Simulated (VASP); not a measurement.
# SrO in VASP: settings compared, part 3 of 3

VASP 6.6.1. Earlier steps stand in the parts before.

### 5 Electric field gradients, PBE, non-collinear spin, zero start, spin-orbit coupling

The input, INCAR:

```
PREC = Accurate
ENCUT = 520
EDIFF = 1E-8
ISMEAR = -1
SIGMA = 0.02
LREAL = False
LASPH = True
NELM = 150
ALGO = Normal
ISIF = 2
LWAVE = False
LCHARG = False
LNONCOLLINEAR = True
MAGMOM = 0 0 0 0 0 0
LORBIT = 11
LSORBIT = True
GGA_COMPAT = False
LORBMOM = True
GGA = PE
LEFG = True
NBANDS = 28
```

The input, KPOINTS:

```
Automatic mesh
0
Gamma
  8 8 8
```

The input, POSCAR:

```
SrO
1.0
    0.0000000000      2.5827461778      2.5441020000
    2.5827461778      0.0000000000      2.5441020000
    2.5827461778      2.5827461778      0.0000000000
Sr O
1 1
Direct
    0.0000000000      0.0000000000      0.0000000000
    0.5000000000      0.5000000000      0.5000000000
```

Potentials or basis: VASP PAW PBE potentials, release 64 (Sr_sv, O).

Command:

```
> cat potpaw_PBE.64/Sr_sv/POTCAR potpaw_PBE.64/O/POTCAR > POTCAR
> mpirun -np 1 vasp_ncl > vasp.out
```

OUTCAR:

```text
PREC = Accurate
   ENCUT = 520
   EDIFF = 1E-8
   ISMEAR = -1
   LREAL = False
   LASPH = True
   NELM = 150
   ISIF = 2
   LNONCOLLINEAR = True
   LORBIT = 11
   LSORBIT = True
   GGA = PE

 ion  position               nearest neighbor table
   1  0.000  0.000  0.000-   2 2.54   2 2.54   2 2.58   2 2.58   2 2.58   2 2.58
   2  0.500  0.500  0.500-   1 2.54   1 2.54   1 2.58   1 2.58   1 2.58   1 2.58

  LATTYP: Found a body centered tetragonal cell.
 ALAT       =     3.6525546728
 C/A-ratio  =     1.3930534806

  Lattice vectors:

 A1 = (   0.0000000000,  -2.5827461778,  -2.5441020000)
 A2 = (   0.0000000000,   2.5827461778,  -2.5441020000)
 A3 = (   2.5827461778,   0.0000000000,   2.5441020000)

Analysis of symmetry for initial positions (statically):
=====================================================================
 Subroutine PRICEL returns:
 Original cell was already a primitive cell.

 Routine SETGRP: Setting up the symmetry group for a
 body centered tetragonal supercell.

 Subroutine GETGRP returns: Found 16 space group operations
[... 1037 lines left out ...]
     0.0000000     0.0000000     0.0000000     0.0000000     0.0000000     0.0000000     0.0000000
     0.0000000     0.0000000     0.0000000     0.0000000     0.0000000     0.0000000     0.0000000
     0.0000000     0.0000000     0.0000000     0.0000000     0.0000000     0.0000000     0.0000000
     0.0000000     0.0000000     0.0000000     0.0000000     0.0000000     0.0000000     0.0000000
     0.0000000     0.0000000     0.0000000     0.0000000     0.0000000     0.0000000     0.0000000
     0.0000000     0.0000000     0.0000000     0.0000000     0.0000000     0.0000000     0.0000000

 Ion:    2  E_soc:     -0.0003167
 l=   1
     0.0000000    -0.0000532    -0.0000520
    -0.0000532     0.0000000    -0.0000532
    -0.0000520    -0.0000532     0.0000000
 l=   2
     0.0000000     0.0000000     0.0000000     0.0000000     0.0000000
     0.0000000     0.0000000     0.0000000     0.0000000     0.0000000
     0.0000000     0.0000000     0.0000000     0.0000000     0.0000000
     0.0000000     0.0000000     0.0000000     0.0000000     0.0000000
     0.0000000     0.0000000     0.0000000     0.0000000     0.0000000
 l=   3
     0.0000000     0.0000000     0.0000000     0.0000000     0.0000000     0.0000000     0.0000000
     0.0000000     0.0000000     0.0000000     0.0000000     0.0000000     0.0000000     0.0000000
     0.0000000     0.0000000     0.0000000     0.0000000     0.0000000     0.0000000     0.0000000
     0.0000000     0.0000000     0.0000000     0.0000000     0.0000000     0.0000000     0.0000000
     0.0000000     0.0000000     0.0000000     0.0000000     0.0000000     0.0000000     0.0000000
     0.0000000     0.0000000     0.0000000     0.0000000     0.0000000     0.0000000     0.0000000
     0.0000000     0.0000000     0.0000000     0.0000000     0.0000000     0.0000000     0.0000000

 total charge

# of ion       s       p       d       tot
------------------------------------------
    1        2.017   5.836   0.259   8.112
    2        1.552   3.424   0.000   4.976
--------------------------------------------------
tot          3.569   9.260   0.259  13.088

 magnetization (x)

# of ion       s       p       d       tot
------------------------------------------
    1        0.000   0.000  -0.000   0.000
    2        0.000  -0.000   0.000  -0.000
--------------------------------------------------
tot          0.000  -0.000  -0.000   0.000

 magnetization (y)

# of ion       s       p       d       tot
------------------------------------------
    1       -0.000   0.000   0.000  -0.000
    2       -0.000   0.000   0.000   0.000
--------------------------------------------------
tot         -0.000   0.000   0.000  -0.000

 magnetization (z)

# of ion       s       p       d       tot
------------------------------------------
    1        0.000   0.000   0.000   0.000
    2        0.000   0.000   0.000   0.000
--------------------------------------------------
tot          0.000   0.000   0.000   0.000
```

stdout:

```text
POSCAR found type information on POSCAR SrO
 POSCAR found :  2 types and       2 ions
 scaLAPACK will be used
 LDA part: xc-table for (Slater+PW92), standard interpolation
 POSCAR, INCAR and KPOINTS ok, starting setup
 FFT: planning ... GRIDC
 FFT: planning ... GRID_SOFT
 FFT: planning ... GRID
 WAVECAR not read
 entering main loop
ion   1

ion   2
```

Run time: 2.4 min. Hardware: 1 thread of Intel Xeon 6975P-C, shared host; peak memory 0.29 GiB.

Results:

```yaml
Free_energy: -12.1252 eV
Pressure: 3.6 GPa
Net_moment: 0.00 μB per cell
Valence_electrons_inside_the_program's_atomic_spheres: Sr 8.11; O 4.98
```

Stress tensor (GPa, compression positive):
```
2.81 0.00 0.00
0.00 2.81 0.00
0.00 0.00 5.04
```

Moments on the atoms (μB; x, y, z):
```
Sr  0.00 0.00 0.00
O   0.00 0.00 0.00
```

Electric field gradients, principal values (V/Å²):
| atom | least | middle | greatest (by size) |
| --- | --- | --- | --- |
| 1 Sr | 7.927 | 7.927 | -15.854 |
| 2 O | 2.617 | 2.618 | -5.236 |

Caveat: without QUAD_EFG the Cq values of the log hold for a quadrupole moment of 1 mb, not for the nuclei.

### 6 The runs side by side

| level | potentials or basis | spin | cell | gap on the mesh (eV) | pressure (GPa) |
| --- | --- | --- | --- | --- | --- |
| LDA | VASP PAW LDA potentials, release 64 (Sr_sv, O) | off | a = 3.634 Å, angles 60.0°, 2 atoms | 3.10 | -3.5 |
| PBE | VASP PAW PBE potentials, release 64 (Sr_sv, O) | off | a = 3.625, b = 3.625, c = 3.653 Å, angles 59.8, 59.8, 60.5°, 2 atoms | 3.19 | 3.6 |
| PBE | VASP PAW PBE potentials, release 64 (Sr_sv, O) | off | a = 3.673, b = 3.673, c = 3.564 Å, angles 61.0, 61.0, 58.0°, 2 atoms | 3.15 | 4.2 |
| PBE | VASP PAW PBE potentials, release 64 (Sr_sv, O) | non-collinear, zero start, SOC | a = 3.625, b = 3.625, c = 3.653 Å, angles 59.8, 59.8, 60.5°, 2 atoms | - | 3.6 |

Alike in all rows: task electric field gradients; k mesh 8 × 8 × 8; cutoff (eV) 520; smearing fermi-dirac 0.02 eV.

Total energies depend on the potentials used, so only differences within one code and one set of settings carry meaning.
